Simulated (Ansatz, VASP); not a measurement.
# MgO: VASP beside Ansatz

INCAR

```
ALGO = Normal ; EDIFF = 1E-6
ENCUT = 600 ; GGA = PS
GGA_COMPAT = False ; ISIF = 2
ISMEAR = 0 ; LASPH = True
LCHARG = True ; LELF = True
LREAL = False ; LVHAR = True
LWAVE = False ; NBANDS = 16
NELM = 120 ; PREC = Accurate
SIGMA = 0.05
```

KPOINTS

```
k-points
0
Gamma
  9 9 6
```

Contents of POSCAR:

```
MgO
1.0
    3.3077869865      0.0000000000      0.0000000000
   -1.6538934933      2.8646275606      0.0000000000
    0.0000000000      0.0000000000      4.9828816700
Mg O
2 2
Direct
    0.3333333333      0.6666666667      0.0021597400
    0.6666666667      0.3333333333      0.5021597400
    0.2321761177      0.5926144453      0.4024402600
    0.6666666667      0.3333333333      0.9024402600
```

Input for Ansatz:

```yaml
crystal:
  lattice:
    - [3.3077869865, 0.0, 0.0]
    - [-1.6538934933, 2.8646275606, 0.0]
    - [0.0, 0.0, 4.98288167]
  atoms:
    - { symbol: Mg, position: [0.3333333333, 0.6666666667, 0.00215974] }
    - { symbol: Mg, position: [0.6666666667, 0.3333333333, 0.50215974] }
    - { symbol: O, position: [0.2321761177, 0.5926144453, 0.40244026] }
    - { symbol: O, position: [0.6666666667, 0.3333333333, 0.90244026] }
basis:
  ecutwfc: 420
kpoints:
  mp_grid: { grid: [9, 9, 6] }
hamiltonian:
  xc: pbesol
scf:
  occupations: { method: gaussian, width: 0.05 }
output:
  forces: true
  stress: true
  eigenvalues: true
```

Alike in both runs: task single point; functional PBEsol; k mesh 9 × 9 × 6; occupations gaussian, width 0.05 eV; no spin polarisation.

|  | VASP | Ansatz |
| --- | --- | --- |
| version | VASP 6.6.1 | Ansatz 0.2.0 |
| potentials or method | VASP PAW PBE potentials, release 64 (Mg, O), cutoff 600 eV | scalar-relativistic, plane waves, PAW |
| valence electrons in the cell | 16 | 32 |

Ansatz gave:

```
gap on the k mesh at the Fermi level (eV)                     : 3.23
least direct gap on the mesh (eV)                             : 3.23
pressure (GPa)                                                : 5.6
traceless stress, the component that is largest in VASP (GPa) : 9.74
rms of the force components (eV/Å)                            : 2.105
```

**Question.** Estimate VASP's values.

**Answer.** gap on the k mesh at the Fermi level (eV): 3.23; least direct gap on the mesh (eV): 3.23; pressure (GPa): 5.4; traceless stress, the component that is largest in VASP (GPa): 10.07; rms of the force components (eV/Å): 2.167.

VASP's potentials were made for PBE, not for PBEsol. Atom by atom the forces differ by 0.063 eV/Å (rms over components). VASP's potentials hold 16 valence electrons a cell and Ansatz's 32, so a difference there can come from the potentials and not from the codes.
